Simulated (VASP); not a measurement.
## Cu: single point with PBEsol

Crystal: Cu.

```xyz
1
Lattice="0.0000 1.6403 1.6403 1.6403 0.0000 1.6403 1.6403 1.6403 0.0000" Properties=species:S:1:pos:R:3 pbc="T T T"
Cu    0.0000    0.0000    0.0000
```

This cell differs from its parent crystal: volume scaled by 0.78.

```
Program             : VASP 6.6.1
Task                : single point
Functional          : PBEsol
Potentials or basis : VASP PAW PBE potentials, release 64 (Cu)
Cutoff              : 520 eV
k mesh              : 20 × 20 × 20
Occupations         : fermi-dirac, width 0.08 eV
Spin                : no spin polarisation
```

```
Pressure : 78.0 GPa
```

Levels at points of the mesh, in eV from the Fermi level:
```csv
k point,band 2,band 3,band 4,band 5,band 6,band 7,band 8,band 9,band 10,band 11
"(0.00, 0.00, 0.00)",-4.20,-4.20,-4.20,-2.89,-2.89,24.73,29.74,29.74,29.74,32.92
"(0.50, 0.00, 0.00)",-4.26,-4.26,-2.06,-2.01,-2.01,5.39,23.09,26.82,26.82,29.53
"(0.50, 0.50, 0.00)",-6.39,-2.03,-1.78,-1.78,1.16,9.29,15.39,15.39,20.79,25.66
```

Run time: 54 s on 1 thread of AMD EPYC 7R13, on a shared host, peak memory 0.11 GiB.

Caveat: the PAW data sets were made with another functional, which shifts forces and pressure a little.
